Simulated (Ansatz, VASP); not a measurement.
**Al2Cu: VASP beside Ansatz**

INCAR

```
  PREC = Accurate
  ENCUT = 520
  EDIFF = 1E-6
  ISMEAR = 0
  SIGMA = 0.15
  LREAL = False
  LASPH = True
  NELM = 100
  ALGO = Fast
  ISIF = 2
  LWAVE = False
  LCHARG = False
  GGA = PE
  NBANDS = 26
```

KPOINTS

```
regular mesh
0
Gamma
  10 10 10
```

Contents of POSCAR:

```
Al2Cu
1.0
   -2.9353500000      2.9353500000      2.4168500000
    2.9353500000     -2.9353500000      2.4168500000
    2.9353500000      2.9353500000     -2.4168500000
Al Cu
4 2
Direct
    0.1587211657      0.6587211657      0.8174423314
    0.6587211657      0.8412788343      0.5000000000
    0.8412788343      0.3412788343      0.1825576686
    0.3412788343      0.1587211657      0.5000000000
    0.7500000000      0.7500000000      0.0000000000
    0.2500000000      0.2500000000      0.0000000000
```

Input for Ansatz:

```yaml
crystal:
  lattice:
    - [-2.93535, 2.93535, 2.41685]
    - [2.93535, -2.93535, 2.41685]
    - [2.93535, 2.93535, -2.41685]
  atoms:
    - { symbol: Al, position: [0.1587211657, 0.6587211657, 0.8174423314] }
    - { symbol: Al, position: [0.6587211657, 0.8412788343, 0.5] }
    - { symbol: Al, position: [0.8412788343, 0.3412788343, 0.1825576686] }
    - { symbol: Al, position: [0.3412788343, 0.1587211657, 0.5] }
    - { symbol: Cu, position: [0.75, 0.75, 0.0] }
    - { symbol: Cu, position: [0.25, 0.25, 0.0] }
basis:
  ecutwfc: 520.0
kpoints:
  mp_grid: { grid: [10, 10, 10] }
hamiltonian:
  xc: pbe
  pseudopotentials: { kind: paw, azcp: { folder: soft_1 } }
scf:
  occupations: { method: gaussian, width: 0.15 }
output:
  forces: true
  stress: true
  eigenvalues: true
```

Alike in both runs: task single point; functional PBE; k mesh 10 × 10 × 10; occupations gaussian, width 0.15 eV; no spin polarisation.

|  | VASP | Ansatz |
| --- | --- | --- |
| version | VASP 6.6.1 | Ansatz 0.2.0 |
| potentials or method | VASP PAW PBE potentials, release 64 (Al, Cu), cutoff 520 eV | scalar-relativistic, plane waves, PAW |
| valence electrons in the cell | 34 | 50 |

```csv
,VASP,Ansatz,Ansatz less VASP
gap on the k mesh at the Fermi level (eV),none,none,-
pressure (GPa),8.5,8.4,-0.13
"traceless stress, the component that is largest in VASP (GPa)",-2.11,-2.15,-0.042
rms of the force components (eV/Å),0.005,0.007,+0.0015
```

Atom by atom the forces differ by 0.001 eV/Å (rms over components). A gap of «none» marks a metal or a gap that the smearing closes. With one functional, cell and mesh, what is left measures potentials, basis and numerics. VASP's potentials hold 34 valence electrons a cell and Ansatz's 50, so a difference there can come from the potentials and not from the codes.
